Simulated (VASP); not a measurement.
# Au (I4/mmm) in VASP: further runs

Runs on Au. Level: r2SCAN. Tasks: single point.

Everything below comes from runs of VASP 6.6.1. Logs are shortened: lines on timing, memory, paths and dates and some standing lists are left out, and cuts for length are marked.

## (1) The cell of the first run

The structure is tetragonal, space group I4/mmm (No. 139). The conventional cell has a = 3.721 Å, b = 3.721 Å, c = 2.630 Å, α = 90.00°, β = 90.00°, γ = 90.00°. Au (site symmetry 4/mmm) has 10 Au at 2.63 to 2.94 Å within 3.5 Å.

## (2) Single point, r2SCAN

Input file POSCAR:

```
Au
1.0
   -1.8603152040      1.8603152040      1.3152428492
    1.8603152040     -1.8603152040      1.3152428492
    1.8603152040      1.8603152040     -1.3152428492
Au
1
Direct
    0.0000000000      0.0000000000      0.0000000000
```

Input file INCAR.step1:

```
PREC     = Accurate       # precision mode
ENCUT    = 520            # plane-wave cutoff, eV
ISMEAR   = 0              # smearing method
SIGMA    = 0.15           # smearing width, eV
LREAL    = F              # projectors in reciprocal space
LASPH    = T              # aspherical terms in the spheres
NELM     = 100            # most SCF steps
NBANDS   = 12             # bands
GGA      = PE             # functional
ALGO     = Normal         # electronic algorithm
EDIFF    = 1E-4           # SCF threshold, eV
LWAVE    = T              # write WAVECAR
LCHARG   = F              # write CHGCAR
```

Input file INCAR.step2:

```
PREC     = Accurate       # precision mode
ENCUT    = 520            # plane-wave cutoff, eV
EDIFF    = 1E-7           # SCF threshold, eV
ISMEAR   = 0              # smearing method
SIGMA    = 0.15           # smearing width, eV
LREAL    = F              # projectors in reciprocal space
LASPH    = T              # aspherical terms in the spheres
NELM     = 100            # most SCF steps
ALGO     = Normal         # electronic algorithm
ISIF     = 2              # what is computed and relaxed
LWAVE    = F              # write WAVECAR
LCHARG   = F              # write CHGCAR
METAGGA  = R2SCAN         # meta-GGA
LMIXTAU  = T            
NBANDS   = 12             # bands
ISTART   = 1
```

Input file KPOINTS:

```
Automatic mesh
0
Gamma
  22 22 22
```

Potentials or basis: VASP PAW PBE potentials, release 64 (Au).

Run with:

```console
$ cat potpaw_PBE.64/Au/POTCAR > POTCAR
$ cp INCAR.step1 INCAR
$ mpirun -np 1 vasp_std > vasp.out
$ cp INCAR.step2 INCAR
$ mpirun -np 1 vasp_std > vasp.out
```

OUTCAR:

```text
PREC = Accurate
   ENCUT = 520
   EDIFF = 1E-7
   ISMEAR = 0
   LREAL = F
   LASPH = T
   NELM = 100
   ISIF = 2
   METAGGA = R2SCAN
   ISTART = 1

 ion  position               nearest neighbor table
   1  0.000  0.000  0.000-

  LATTYP: Found a body centered tetragonal cell.
 ALAT       =     3.7206304080
 C/A-ratio  =     0.7070000000

  Lattice vectors:

 A1 = (  -1.8603152040,   1.8603152040,   1.3152428492)
 A2 = (   1.8603152040,  -1.8603152040,   1.3152428492)
 A3 = (   1.8603152040,   1.8603152040,  -1.3152428492)

Analysis of symmetry for initial positions (statically):
=====================================================================
 Subroutine PRICEL returns:
 Original cell was already a primitive cell.

 Routine SETGRP: Setting up the symmetry group for a
 body centered tetragonal supercell.

 Subroutine GETGRP returns: Found 16 space group operations
 (whereof 16 operations were pure point group operations)
 out of a pool of 16 trial point group operations.

The static configuration has the point symmetry D_4h.

Analysis of symmetry for dynamics (positions and initial velocities):
=====================================================================
 Subroutine PRICEL returns:
 Original cell was already a primitive cell.

 Routine SETGRP: Setting up the symmetry group for a
 body centered tetragonal supercell.

 Subroutine GETGRP returns: Found 16 space group operations
 (whereof 16 operations were pure point group operations)
 out of a pool of 16 trial point group operations.

The dynamic configuration has the point symmetry D_4h.

 Subroutine INISYM returns: Found 16 space group operations
 (whereof 16 operations are pure point group operations),
 and found     1 'primitive' translations

----------------------------------------------------------------------------------------

                                     Primitive cell

  volume of cell :      18.2070

  direct lattice vectors                    reciprocal lattice vectors
    -1.860315204  1.860315204  1.315242849     0.000000000  0.268771657  0.380157931
     1.860315204 -1.860315204  1.315242849     0.268771657  0.000000000  0.380157931
     1.860315204  1.860315204 -1.315242849     0.268771657  0.268771657  0.000000000

  length of vectors
     2.941327773  2.941327773  2.941327773     0.465573040  0.465573040  0.380100523

  position of ions in fractional coordinates (direct lattice)
     0.000000000  0.000000000  0.000000000

  ion indices of the primitive-cell ions
   primitive index   ion index
                 1           1

----------------------------------------------------------------------------------------

 KPOINTS: Automatic mesh

Automatic generation of k-mesh.
 Grid dimensions read from file:
 generate k-points for:   22   22   22

 Generating k-lattice:

  Cartesian coordinates                     Fractional coordinates (reciprocal lattice)
     0.000000000  0.012216894  0.017279906     0.045454545  0.000000000  0.000000000
     0.012216894  0.000000000  0.017279906     0.000000000  0.045454545  0.000000000
     0.012216894  0.012216894  0.000000000     0.000000000  0.000000000  0.045454545

  Length of vectors
     0.021162411  0.021162411  0.017277296

  Shift w.r.t. Gamma in fractional coordinates (k-lattice)
     0.000000000  0.000000000  0.000000000

 Subroutine IBZKPT returns following result:
 ===========================================

 Found    834 irreducible k-points:

 Following reciprocal coordinates:
            Coordinates               Weight
  0.000000  0.000000  0.000000      1.000000
  0.045455  0.000000  0.000000      8.000000
  0.090909  0.000000  0.000000      8.000000
  0.136364  0.000000 -0.000000      8.000000
  0.181818 -0.000000  0.000000      8.000000
  0.227273  0.000000  0.000000      8.000000
[... 16 lines left out ...]
  0.500000  0.045455 -0.000000     16.000000
 -0.454545  0.045455  0.000000     16.000000
 [... further k-points ...]
   k-points           NKPTS =    834   k-points in BZ     NKDIM =    834   number of bands    NBANDS=     12
   number of dos      NEDOS =    301   number of ions     NIONS =      1
   total plane-waves  NPLWV =  13824
   dimension x,y,z NGX =    24 NGY =   24 NGZ =   24
   dimension x,y,z NGXF=    48 NGYF=   48 NGZF=   48
   ions per type =               1
   NGX,Y,Z   is equivalent  to a cutoff of  13.56, 13.56, 13.56 a.u.
   NGXF,Y,Z  is equivalent  to a cutoff of  27.13, 27.13, 27.13 a.u.
 SYSTEM =  unknown system
   PREC   = accura    normal or accurate (medium, high low for compatibility)
   ISTART =      1    job   : 0-new  1-cont  2-samecut
   ICHARG =      0    charge: 1-file 2-atom 10-const
   ISPIN  =      1    spin polarized calculation?
   LNONCOLLINEAR =      F non collinear calculations
   LSORBIT =      F    spin-orbit coupling
   LASPH  =      T    aspherical Exc in radial PAW
   ENCUT  =  520.0 eV  38.22 Ry    6.18 a.u.   5.47  5.47  5.47*2*pi/ulx,y,z
   NELM   =    100;   NELMIN=  2; NELMDL=  0     # of ELM steps
   EDIFF  = 0.1E-06   stopping-criterion for ELM
   LREAL  =      F    real-space projection
   EDIFFG = 0.1E-05   stopping-criterion for IOM
   NSW    =      0    number of steps for IOM
   IBRION =     -1    ionic relax: 0-MD 1-quasi-New 2-CG
   NFREE  =      0    steps in history (QN), initial steepest desc. (CG)
   ISIF   =      2    stress and relaxation
   ISYM   =      2    0-nonsym 1-usesym 2-fastsym
   POTIM  = 0.5000    time-step for ionic-motion
   TEBEG  =    0.0;   TEEND  =   0.0 temperature during run
   PSTRESS=    0.0 pullay stress
   NELECT =      11.0000    total number of electrons
   NUPDOWN=      -1.0000    fix difference up-down
   EMIN   =  10.00;   EMAX   =-10.00  energy-range for DOS
   EFERMI =   0.00;   METHOD = LEGACY
   ISMEAR =     0;   SIGMA  =   0.15  broadening in eV -4-tet -1-fermi 0-gaus
   EFERMI_NEDOS =   21; number of points for ismear=-14 and -15
   IALGO  =     38    algorithm
   IMIX   =      4    mixing-type and parameters
     AMIX     =   0.40;   BMIX     =  1.00
     AMIX_MAG =   1.60;   BMIX_MAG =  1.00
  volume/ion in A,a.u.               =      18.21       122.87
  Fermi-wavevector in a.u.,A,eV,Ry     =   1.383968  2.615320 26.060157  1.915367
  Thomas-Fermi vector in A             =   2.508516
   LORBIT       =      0    0 simple, 1 ext, 2 COOP (PROOUT), +10 PAW based schemes
   METAGGA = R2SCAN    functional components
   LHFCALC =     F    Hartree Fock is set to
   AEXX    =    0.0000 exact exchange contribution
   IVDW    =     0    specifies the selected vdW correction
   LEPSILON=     F    determine dielectric tensor
   LRPA    =     F    only Hartree local field effects (RPA)
 non-spin polarized calculation
 Gauss-broadening in eV      SIGMA  =   0.15
  energy-cutoff  :      520.00
  volume of cell :       18.21
 maximum number of plane-waves:       503
 NGX is ok and might be reduce to    24
   NGX = 11   NGY = 11   NGZ = 11

 number of electron      11.0000001 magnetization

 Free energy of the ion-electron system (eV)
  ---------------------------------------------------
  ext. energy  EPLUGINS =         0.00000000
  ---------------------------------------------------
  free energy    TOTEN  =       -50.50281816 eV

  energy without entropy =      -50.50035424  energy(sigma->0) =      -50.50158620

 E-fermi :   8.2730     XC(G=0): -13.1085

 val. band max:        8.2656617615   @ k =  -0.3182   0.4091   0.3182
 cond. band min:       8.2744135231   @ k =  -0.0455   0.4545   0.0455
 fundamental gap:      0.0087517615
 Fermi energy:         8.2729961311

 k-point     1 :       0.0000    0.0000    0.0000
  band No.  band energies     occupation
      1      -1.2055      2.00000
      2       2.4230      2.00000
      3       2.8079      2.00000
      4       4.9136      2.00000
      5       4.9136      2.00000
      6       5.7779      2.00000
      7      22.5595      0.00000
      8      22.5595      0.00000
      9      30.2717      0.00000
     10      31.5516      0.00000
     11      31.5516      0.00000
     12      32.0357      0.00000

 k-point     2 :       0.0455    0.0000    0.0000
  band No.  band energies     occupation
      1      -1.1094      2.00000
      2       2.4547      2.00000
      3       2.8588      2.00000
      4       4.8687      2.00000
      5       4.8714      2.00000
      6       5.7548      2.00000
      7      22.6103      0.00000
      8      22.6521      0.00000
      9      30.0238      0.00000
     10      31.2877      0.00000
     11      31.3402      0.00000
     12      31.9483      0.00000

 k-point     3 :       0.0909    0.0000    0.0000
  band No.  band energies     occupation
      1      -0.8252      2.00000
      2       2.5417      2.00000
      3       3.0053      2.00000
      4       4.7470      2.00000
      5       4.7596      2.00000
      6       5.6913      2.00000
      7      22.7256      0.00000
      8      22.9059      0.00000
      9      29.2352      0.00000
     10      30.5097      0.00000
     11      30.7834      0.00000
     12      32.4117      0.00000

 k-point     4 :       0.1364    0.0000   -0.0000
  band No.  band energies     occupation
      1      -0.3680      2.00000
      2       2.6556      2.00000
      3       3.2238      2.00000
      4       4.5962      2.00000
      5       4.6237      2.00000
      6       5.5995      2.00000
      7      22.8006      0.00000
      8      23.2447      0.00000
      9      27.9099      0.00000
     10      30.0278      0.00000
     11      30.3498      0.00000
     12      32.3943      0.00000

 k-point     5 :       0.1818   -0.0000    0.0000
  band No.  band energies     occupation
      1       0.2269      2.00000
      2       2.7399      2.00000
      3       3.4578      2.00000
      4       4.5217      2.00000
      5       4.5413      2.00000
      6       5.4913      2.00000
      7      22.6828      0.00000
      8      23.5252      0.00000
      9      26.5223      0.00000
     10      29.2716      0.00000
     11      30.1742      0.00000
     12      31.7508      0.00000
[... 228 lines left out ...]
      1       1.4677      2.00000
      2       2.0139      2.00000
      3       4.9244      2.00000
      4       5.8079      2.00000
      5       6.5155      2.00000
      6       8.5198      0.01995
      7      14.9996      0.00000
      8      20.5419      0.00000
      9      20.6983      0.00000
     10      27.6155      0.00000
     11      29.5171      0.00000
     12      30.3415      0.00000

 k-point    22 :       0.4545    0.0455    0.0000
  band No.  band energies     occupation
      1       1.4255      2.00000
      2       1.9613      2.00000
      3       4.9014      2.00000
      4       6.0099      2.00000
      5       6.6832      2.00000
      6       9.3958      0.00000
      7      13.8262      0.00000
      8      20.1753      0.00000
      9      20.4305      0.00000
     10      27.8121      0.00000
     11      29.4659      0.00000
     12      30.2657      0.00000

 k-point    23 :       0.5000    0.0455   -0.0000
  band No.  band energies     occupation
      1       1.4370      2.00000
      2       1.9783      2.00000
      3       4.9078      2.00000
      4       6.0274      2.00000
      5       6.6503      2.00000
      6       9.0419      0.00000
      7      14.1389      0.00000
      8      20.0552      0.00000
      9      20.5270      0.00000
     10      27.9212      0.00000
     11      29.5175      0.00000
     12      30.3476      0.00000

 k-point    24 :      -0.4545    0.0455    0.0000
  band No.  band energies     occupation
      1       1.4992      2.00000
      2       2.0621      2.00000
      3       4.9432      2.00000
      4       5.8598      2.00000
      5       6.4300      2.00000
      6       7.8136      1.99999
      7      15.5712      0.00000
      8      20.2321      0.00000
      9      20.9228      0.00000
     10      27.9230      0.00000
     11      29.5819      0.00000
     12      30.7260      0.00000

 [... further k-points ...]
[... 5 lines left out ...]
  --------------------------------------------------------------------------------------
  -------------------------------------------------------------------------------------
  Total       -0.4184009     -0.4184009      1.7631160      0.0000000     -0.0000000     -0.0000000
  in kB      -36.8183360    -36.8183360    155.1502437      0.0000000     -0.0000000     -0.0000000
  external PRESSURE =      27.1711906 kB  Pullay stress =       0.0000000 kB

 VOLUME and BASIS-vectors are now :
 -----------------------------------------------------------------------------
  energy-cutoff  :      520.00
  volume of cell :       18.21
      direct lattice vectors                 reciprocal lattice vectors
    -1.860315204  1.860315204  1.315242849     0.000000000  0.268771657  0.380157931
     1.860315204 -1.860315204  1.315242849     0.268771657  0.000000000  0.380157931
     1.860315204  1.860315204 -1.315242849     0.268771657  0.268771657  0.000000000

 POSITION                                       TOTAL-FORCE (eV/Angst)
 -----------------------------------------------------------------------------------
      0.00000      0.00000      0.00000         0.000000      0.000000      0.000000
 -----------------------------------------------------------------------------------
    total drift:                               -0.000000      0.000000      0.000000

  FREE ENERGIE OF THE ION-ELECTRON SYSTEM (eV)
  ---------------------------------------------------
  free  energy   TOTEN  =       -50.5028181596 eV

  energy  without entropy=      -50.5003542362  energy(sigma->0) =      -50.50158620
```

Wall time 11 min (1 thread of AMD EPYC 9R45 (Zen 5), shared host); peak memory 0.26 GiB.

What came out:

- Free energy: -50.5028 eV
- Pressure: 2.7 GPa
- Band gap on the k mesh: zero (an odd number of electrons rules out a gap without spin polarisation)

Caveat: the PAW data sets were made with another functional, which shifts forces and pressure a little; spin-orbit coupling is left out, which moves the levels of the heavy elements.

## (3) Single point, r2SCAN

Input file POSCAR:

```
Au
1.0
   -1.7495245116      1.7495245116      1.4870958348
    1.7495245116     -1.7495245116      1.4870958348
    1.7495245116      1.7495245116     -1.4870958348
Au
1
Direct
    0.0000000000      0.0000000000      0.0000000000
```

Input file INCAR.step1:

```
PREC = Accurate
ENCUT = 520
ISMEAR = 0
SIGMA = 0.15
LREAL = F
LASPH = T
NELM = 80
NBANDS = 12
GGA = PE
ALGO = Normal
EDIFF = 1E-4
LWAVE = T
LCHARG = F
```

Input file INCAR.step2:

```
PREC = Accurate
ENCUT = 520
EDIFF = 1E-7
ISMEAR = 0
SIGMA = 0.15
LREAL = F
LASPH = T
NELM = 80
ALGO = Normal
ISIF = 2
LWAVE = F
LCHARG = F
METAGGA = R2SCAN
LMIXTAU = T
NBANDS = 12
ISTART = 1
```

KPOINTS is that of step 2.

Potentials or basis: VASP PAW PBE potentials, release 64 (Au).

Run with:

```console
$ cat potpaw_PBE.64/Au/POTCAR > POTCAR
$ cp INCAR.step1 INCAR
$ mpirun -np 1 vasp_std > vasp.out
$ cp INCAR.step2 INCAR
$ mpirun -np 1 vasp_std > vasp.out
```

It took 6.5 min on 1 thread of AMD EPYC 9R45 (Zen 5), shared host; peak memory 0.27 GiB.

The run converged. Its results:

* Free energy: -50.5774 eV
* Pressure: -3.9 GPa
* Band gap on the k mesh: zero (an odd number of electrons rules out a gap without spin polarisation)

Stress tensor (GPa, compression positive):
```
-3.52  0.00  0.00
 0.00 -3.52  0.00
 0.00  0.00 -4.75
```

Levels at points of the mesh, in eV from the Fermi level:
```csv
k point,band 2,band 3,band 4,band 5,band 6,band 7,band 8,band 9,band 10,band 11
"(0.00, 0.00, 0.00)",-5.43,-4.36,-4.36,-3.94,-2.65,16.13,16.13,19.73,22.89,22.89
"(0.50, 0.00, 0.00)",-6.13,-3.31,-2.19,-1.73,0.14,3.86,12.28,12.87,20.31,21.62
"(0.50, 0.50, 0.00)",-4.99,-4.12,-3.25,-1.80,-0.79,2.38,14.77,16.79,21.07,24.04
"(0.50, 0.50, 0.50)",-6.59,-2.08,-2.08,-1.77,5.02,5.02,8.43,10.02,14.39,18.51
```

Caveat: the cell stands under tension; the PAW data sets were made with another functional, which shifts forces and pressure a little; spin-orbit coupling is left out, which moves the levels of the heavy elements.

[end of part 1 of 2]
